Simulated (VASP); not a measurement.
# NbSi2: single point with r2SCAN

The system is NbSi2.

```
Nb Si
1.0
     4.79569    0.00000    0.00000
    -2.39785    4.15319    0.00000
     0.00000    0.00000    6.58169
Nb Si
3 6
Cartesian
  2.3978 0.0000 3.2908
  1.1989 2.0766 5.4847
  -1.1989 2.0766 1.0969
  0.0000 1.3176 3.2908
  3.6546 0.6588 5.4847
  1.2568 3.4944 1.0969
  2.3978 2.8356 3.2908
  -1.2568 3.4944 5.4847
  1.1411 0.6588 1.0969
```

```
Program             : VASP 6.6.1
Task                : single point
Functional          : r2SCAN
Potentials or basis : VASP PAW PBE potentials, release 64 (Nb_sv, Si)
Cutoff              : 520 eV
k mesh              : 8 × 8 × 5
Occupations         : fermi-dirac, width 0.1 eV
Spin                : no spin polarisation
```

```json
{
  "Pressure": "-0.3 GPa",
  "Band gap on the k mesh": "zero (an odd number of electrons rules out a gap without spin polarisation)"
}
```

Levels at points of the mesh, in eV from the Fermi level:
```
           k point  band 29  band 30  band 31  band 32  band 33  band 34  band 35  band 36
(0.00, 0.00, 0.00)    -2.34    -2.07    -2.07    -1.18     0.91     3.37     3.60     3.61
(0.50, 0.00, 0.00)    -1.07    -0.72    -0.11    -0.03     0.84     1.28     1.66     2.15
```

It took 7.1 min on 1 thread of AMD EPYC 9R45 96-Core Processor (Zen 5) (shared host), peak memory 0.3 GiB.

Caveat: the PAW data sets were made with another functional, which shifts forces and pressure a little.
